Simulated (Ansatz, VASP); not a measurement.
## Al2As: VASP beside Ansatz

```
CELL_PARAMETERS angstrom
3.32065 0.00000 0.00000
0.00000 3.32065 0.00000
0.00000 0.00000 5.38635
ATOMIC_POSITIONS crystal
Al 0.00000 0.00000 0.61833
Al 0.50000 0.50000 0.33402
As 0.00000 0.00000 0.09222
```

Alike in both runs: functional PBE; k mesh 6 × 6 × 4; occupations gaussian, width 0.1 eV; no spin polarisation.

Ansatz relaxed the structure, and its values are those at the end. VASP's run is a single point on that final structure, the one shown.

```csv
,VASP,Ansatz
version,VASP 6.6.1,Ansatz 0.2.0
potentials or method,"VASP PAW PBE potentials, release 64 (Al, As), cutoff 520 eV","scalar-relativistic, plane waves, PAW"
valence electrons in the cell,11,21
```

|  | VASP | Ansatz | Ansatz less VASP |
| --- | --- | --- | --- |
| gap on the k mesh at the Fermi level (eV) | none | none | - |
| pressure (GPa) | 0.1 | 0.0 | -0.08 |
| rms of the force components (eV/Å) | 0.012 | 0.008 | -0.0043 |

A gap of «none» marks a metal or a gap that the smearing closes. VASP's potentials hold 11 valence electrons a cell and Ansatz's 21, so a difference there can come from the potentials and not from the codes.
